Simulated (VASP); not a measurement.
# Sn3PbSe4 (I4/mmm) in VASP: single point with PBE

Aim: the single point of Sn3PbSe4 with PBE.

Program: VASP 6.6.1. These are calculated values, not measurements. Logs are shortened: lines on timing, memory, paths and dates and some standing lists are left out, and cuts for length are marked.

### Step 1. The cell of the first run

Symmetry: I4/mmm, No. 139, tetragonal system. The conventional cell has a = 6.104 Å, b = 6.104 Å, c = 12.209 Å, α = 90.00°, β = 90.00°, γ = 90.00°. Sn (site symmetry -4m2) has 6 Se at 3.05 Å within 4.0 Å. Sn (site symmetry 4/mmm) has 6 Se at 3.01 to 3.05 Å within 4.0 Å. Pb (site symmetry 4/mmm) has 6 Se at 3.05 to 3.10 Å within 4.0 Å. Within 4.0 Å of Se (site symmetry 4mm) lie 5 Sn at 3.01 to 3.05 Å and 1 Pb at 3.10 Å. Within 4.0 Å of Se (site symmetry mmm) lie 4 Sn at 3.05 Å and 2 Pb at 3.05 Å.

### Step 2. Single point, PBE

INCAR

```
PREC = Accurate ; ENCUT = 520
EDIFF = 1E-6 ; ISMEAR = 0
SIGMA = 0.1 ; LREAL = F
LASPH = T ; NELM = 80
ALGO = Normal ; ISIF = 2
LWAVE = F ; LCHARG = F
GGA = PE ; NBANDS = 50
```

KPOINTS

```
Automatic mesh
0
Gamma
  4 4 4
```

POSCAR

```
Sn3PbSe4
1.0
   -3.0520320000      3.0520320000      6.1044420000
    3.0520320000     -3.0520320000      6.1044420000
    3.0520320000      3.0520320000     -6.1044420000
Sn Pb Se
3 1 4
Direct
    0.7500000000      0.2500000000      0.5000000000
    0.5000000000      0.5000000000      0.0000000000
    0.2500000000      0.7500000000      0.5000000000
    0.0000000000      0.0000000000      0.0000000000
    0.7464020000      0.7464020000      0.0000000000
    0.5000000000      0.0000000000      0.5000000000
    0.2535980000      0.2535980000      0.0000000000
    0.0000000000      0.5000000000      0.5000000000
```

Potentials or basis: VASP PAW PBE potentials, release 64 (Sn_d, Pb_d, Se).

On the command line:

```sh
cat potpaw_PBE.64/Sn_d/POTCAR potpaw_PBE.64/Pb_d/POTCAR potpaw_PBE.64/Se/POTCAR > POTCAR
mpirun -np 1 vasp_std > vasp.out
```

OUTCAR:

```text
PREC = Accurate
   ENCUT = 520
   EDIFF = 1E-6
   ISMEAR = 0
   LREAL = F
   LASPH = T
   NELM = 80
   ISIF = 2
   GGA = PE

 ion  position               nearest neighbor table
   1  0.750  0.250  0.500-   6 3.05   8 3.05   7 3.05   5 3.05   7 3.05   5 3.05
   2  0.500  0.500  0.000-   5 3.01   7 3.01   6 3.05   8 3.05   6 3.05   8 3.05
   3  0.250  0.750  0.500-   6 3.05   8 3.05   7 3.05   5 3.05   7 3.05   5 3.05
   4  0.000  0.000  0.000-   6 3.05   8 3.05   8 3.05   6 3.05   7 3.10   5 3.10
   5  0.746  0.746  0.000-   2 3.01   1 3.05   3 3.05   1 3.05   3 3.05   4 3.10
   6  0.500  0.000  0.500-   2 3.05   4 3.05   2 3.05   4 3.05   3 3.05   1 3.05
   7  0.254  0.254  0.000-   2 3.01   1 3.05   3 3.05   3 3.05   1 3.05   4 3.10
   8  0.000  0.500  0.500-   2 3.05   4 3.05   4 3.05   2 3.05   3 3.05   1 3.05

  LATTYP: Found a body centered tetragonal cell.
 ALAT       =     6.1040640000
 C/A-ratio  =     2.0001238519

  Lattice vectors:

 A1 = (  -3.0520320000,   3.0520320000,   6.1044420000)
 A2 = (   3.0520320000,  -3.0520320000,   6.1044420000)
 A3 = (   3.0520320000,   3.0520320000,  -6.1044420000)

Analysis of symmetry for initial positions (statically):
=====================================================================
 Subroutine PRICEL returns:
 Original cell was already a primitive cell.

 Routine SETGRP: Setting up the symmetry group for a
 body centered tetragonal supercell.

 Subroutine GETGRP returns: Found 16 space group operations
 (whereof 16 operations were pure point group operations)
 out of a pool of 16 trial point group operations.

The static configuration has the point symmetry D_4h.

Analysis of symmetry for dynamics (positions and initial velocities):
=====================================================================
 Subroutine PRICEL returns:
 Original cell was already a primitive cell.

 Routine SETGRP: Setting up the symmetry group for a
 body centered tetragonal supercell.

 Subroutine GETGRP returns: Found 16 space group operations
 (whereof 16 operations were pure point group operations)
 out of a pool of 16 trial point group operations.

The dynamic configuration has the point symmetry D_4h.

 Subroutine INISYM returns: Found 16 space group operations
 (whereof 16 operations are pure point group operations),
 and found     1 'primitive' translations

[... 98 lines left out ...]
   IBRION =     -1    ionic relax: 0-MD 1-quasi-New 2-CG
   NFREE  =      0    steps in history (QN), initial steepest desc. (CG)
   ISIF   =      2    stress and relaxation
   ISYM   =      2    0-nonsym 1-usesym 2-fastsym
   POTIM  = 0.5000    time-step for ionic-motion
   TEBEG  =    0.0;   TEEND  =   0.0 temperature during run
   PSTRESS=    0.0 pullay stress
   NELECT =      80.0000    total number of electrons
   NUPDOWN=      -1.0000    fix difference up-down
   EMIN   =  10.00;   EMAX   =-10.00  energy-range for DOS
   EFERMI =   0.00;   METHOD = LEGACY
   ISMEAR =     0;   SIGMA  =   0.10  broadening in eV -4-tet -1-fermi 0-gaus
   EFERMI_NEDOS =   21; number of points for ismear=-14 and -15
   IALGO  =     38    algorithm
   IMIX   =      4    mixing-type and parameters
     AMIX     =   0.40;   BMIX     =  1.00
     AMIX_MAG =   1.60;   BMIX_MAG =  1.00
  volume/ion in A,a.u.               =      28.43       191.86
  Fermi-wavevector in a.u.,A,eV,Ry     =   1.155607  2.183780 18.169591  1.335427
  Thomas-Fermi vector in A             =   2.292234
   LORBIT       =      0    0 simple, 1 ext, 2 COOP (PROOUT), +10 PAW based schemes
   GGA     = PE    functional components
   LHFCALC =     F    Hartree Fock is set to
   AEXX    =    0.0000 exact exchange contribution
   IVDW    =     0    specifies the selected vdW correction
   LEPSILON=     F    determine dielectric tensor
   LRPA    =     F    only Hartree local field effects (RPA)
 non-spin polarized calculation
 Gauss-broadening in eV      SIGMA  =   0.10
  energy-cutoff  :      520.00
  volume of cell :      227.45
 maximum number of plane-waves:      6152
   NGX = 27   NGY = 27   NGZ = 27

 number of electron      80.0000010 magnetization

 Free energy of the ion-electron system (eV)
  ---------------------------------------------------
  ext. energy  EPLUGINS =         0.00000000
  ---------------------------------------------------
  free energy    TOTEN  =       -32.77680176 eV

  energy without entropy =      -32.77424814  energy(sigma->0) =      -32.77552495

 E-fermi :   5.3265     XC(G=0):  -9.4522

 val. band max:        5.2441404529   @ k =   0.5000   0.5000  -0.0000
 cond. band min:       5.3914965632   @ k =   0.5000   0.5000  -0.0000
 fundamental gap:      0.1473561103
 Fermi energy:         5.3264516929

 k-point     1 :       0.0000    0.0000    0.0000
  band No.  band energies     occupation
      1     -16.4541      2.00000
      2     -16.4482      2.00000
      3     -16.4455      2.00000
      4     -16.4361      2.00000
      5     -16.4354      2.00000
      6     -16.4354      2.00000
[... 678 lines left out ...]
     49       9.6141      0.00000
     50       9.6150      0.00000

------------------------ aborting loop because EDIFF is reached ----------------------------------------

  FORCE on cell =-STRESS in cart. coord.  units (eV):
  Direction    XX          YY          ZZ          XY          YZ          ZX
  --------------------------------------------------------------------------------------
  -------------------------------------------------------------------------------------
  Total        0.0336498      0.0336498     -0.8388919      0.0000000      0.0000000      0.0000000
  in kB        0.2370331      0.2370331     -5.9092509      0.0000000      0.0000000      0.0000000
  external PRESSURE =      -1.8117282 kB  Pullay stress =       0.0000000 kB

 VOLUME and BASIS-vectors are now :
 -----------------------------------------------------------------------------
  energy-cutoff  :      520.00
  volume of cell :      227.45
      direct lattice vectors                 reciprocal lattice vectors
    -3.052032000  3.052032000  6.104442000     0.000000000  0.163825281  0.081907568
     3.052032000 -3.052032000  6.104442000     0.163825281  0.000000000  0.081907568
     3.052032000  3.052032000 -6.104442000     0.163825281  0.163825281  0.000000000

 POSITION                                       TOTAL-FORCE (eV/Angst)
 -----------------------------------------------------------------------------------
      0.00000      3.05203      3.05222        -0.000000     -0.000000     -0.000000
      0.00000      0.00000      6.10444        -0.000000     -0.000000     -0.000000
      3.05203      0.00000      3.05222        -0.000000     -0.000000      0.000000
      0.00000      0.00000      0.00000        -0.000000     -0.000000      0.000000
      0.00000      0.00000      9.11274         0.000000      0.000000     -0.019361
      0.00000      3.05203      0.00000        -0.000000     -0.000000      0.000000
      0.00000      0.00000      3.09615         0.000000      0.000000      0.019361
      3.05203      0.00000      0.00000        -0.000000     -0.000000     -0.000000
 -----------------------------------------------------------------------------------
    total drift:                               -0.000000     -0.000000      0.000000

  FREE ENERGIE OF THE ION-ELECTRON SYSTEM (eV)
  ---------------------------------------------------
  free  energy   TOTEN  =       -32.7768017625 eV

  energy  without entropy=      -32.7742481422  energy(sigma->0) =      -32.77552495
```

stdout:

```text
POSCAR found type information on POSCAR SnPbSe
 POSCAR found :  3 types and       8 ions
 scaLAPACK will be used
 LDA part: xc-table for (Slater+PW92), standard interpolation
 POSCAR, INCAR and KPOINTS ok, starting setup
 FFT: planning ... GRIDC
 FFT: planning ... GRID_SOFT
 FFT: planning ... GRID
 WAVECAR not read
 entering main loop
```

It took 6.6 min on 1 thread of Intel Xeon 6975P-C, shared host; peak memory 0.51 GiB.

What came out:

```
Free energy            : -32.7768 eV
Pressure               : -0.2 GPa
Largest force          : 0.019 eV/Å
Band gap on the k mesh : 0.15 eV, direct
```

Forces on the atoms (eV/Å):
```
Sn   0.000  0.000  0.000
Sn   0.000  0.000  0.000
Sn   0.000  0.000  0.000
Pb   0.000  0.000  0.000
Se   0.000  0.000 -0.019
Se   0.000  0.000  0.000
Se   0.000  0.000  0.019
Se   0.000  0.000  0.000
```

Stress tensor (GPa, compression positive):
```
 0.02  0.00  0.00
 0.00  0.02  0.00
 0.00  0.00 -0.59
```

Levels at points of the mesh, in eV from the valence-band top:
```tsv
k point	band 38	band 39	band 40	band 41	band 42	band 43
(0.00, 0.00, 0.00)	-2.14	-0.94	-0.88	1.39	1.55	3.18
(0.50, 0.00, 0.00)	-1.15	-0.94	-0.93	1.20	1.32	1.55
(0.50, 0.50, 0.00)	-0.68	-0.03	0.00	0.15	0.38	1.05
(0.50, 0.50, 0.50)	-2.88	-1.79	-1.68	1.96	2.08	3.18
```

Caveat: spin-orbit coupling is left out, which moves the levels of the heavy elements. A k mesh can miss the band edges.
